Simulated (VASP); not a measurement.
A run of VASP 6.6.1 is set up as follows.

Contents of INCAR:

```
ALGO = Normal
EDIFF = 1E-7
ENCUT = 520
GGA = RP
ISIF = 2
ISMEAR = -1
LASPH = True
LCHARG = True
LELF = True
LREAL = False
LVHAR = True
LWAVE = False
NBANDS = 8
NELM = 100
PREC = Accurate
SIGMA = 0.1
```

The input KPOINTS:

```
k-points
0
Gamma
  31 31 31
```

The input POSCAR:

```
B
1.0
   -1.1607114371      1.1607114371      1.1607114371
    1.1607114371     -1.1607114371      1.1607114371
    1.1607114371      1.1607114371     -1.1607114371
B
1
Direct
    0.0000000000      0.0000000000      0.0000000000
```

Potentials or basis: VASP PAW PBE potentials, release 64 (B).

Command:

```bash
$ cat potpaw_PBE.64/B/POTCAR > POTCAR
$ mpirun -np 1 vasp_std > vasp.out
```

(1) Predict the pressure.

(2) What does it give for the band gap on the k mesh?

## Answers

(1) -0.5 GPa.

(2) zero (an odd number of electrons rules out a gap without spin polarisation).

Caveat: the PAW data sets were made with another functional, which shifts forces and pressure a little.
